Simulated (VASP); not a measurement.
Write the native input for VASP 6.6.1 that does the following.

| Quantity | Value |
| --- | --- |
| Task | single point |
| Functional | PBE |
| Potentials or basis | VASP PAW PBE potentials, release 64 (C) |
| Cutoff | 520 eV |
| k mesh | 3 × 3 × 3 |
| Occupations | fermi-dirac, width 0.3 eV |
| Spin | no spin polarisation |
| Dipole correction | no |
| Further INCAR settings | LREAL = Auto; ALGO = Normal; EDIFF = 1e-06; NBANDS = 46 |

The structure of C lies in POSCAR:

```
C
1.0
    0.0000000000      3.6285350000      3.6285350000
    3.6285350000      0.0000000000      3.6285350000
    3.6285350000      3.6285350000      0.0000000000
C
16
Direct
    0.0171556840     -0.0096319865      0.0091910372
    0.0851169963      0.1340623695      0.1411726771
   -0.0056496630     -0.0071929856      0.4834182390
    0.1225701282      0.1486412560      0.5684801166
   -0.0266498738      0.5093515703      0.0164529211
    0.1222531958      0.6465419239      0.1414344908
    0.0273526368      0.5076842307      0.4792430003
    0.1519345962      0.5847263427      0.6478372125
    0.4979420069     -0.0013779666     -0.0095906475
    0.6266854254      0.1069439870      0.1445349156
    0.4834595780      0.0105965631      0.4837351714
    0.6057265536      0.1129932604      0.6241637465
    0.5056310605      0.4838316290      0.0292404510
    0.6308055455      0.6298685282      0.1308241480
    0.5393774623      0.4936565308      0.5017038557
    0.6162955573      0.6493667555      0.6081379951
```

These files were run (other wordings do the same):

INCAR

```
ALGO = Normal
EDIFF = 1E-6
ENCUT = 520
GGA = PE
ISIF = 2
ISMEAR = -1
LASPH = True
LCHARG = True
LELF = True
LREAL = Auto
LVHAR = True
LWAVE = False
NBANDS = 46
NELM = 100
PREC = Accurate
SIGMA = 0.3
```

KPOINTS

```
k-points
0
Gamma
  3 3 3
```

Potentials or basis: VASP PAW PBE potentials, release 64 (C).

Launch:

```bash
$ cat potpaw_PBE.64/C/POTCAR > POTCAR
$ mpirun -np 1 vasp_std > vasp.out
```

It gave:

The pressure is -5.6 GPa and the largest force is 6.469 eV/Å. The band gap on the k mesh is 2.30 eV, direct.

Caveat: the k points lie up to 0.50 Å⁻¹ apart; forces of over 1 eV/Å act on the atoms, so gaps and moduli don't describe the material at rest.

Wall time 91 s on 1 thread of AMD EPYC 7R43 64-Core Processor (Zen 3) (shared host), peak memory 0.21 GiB.
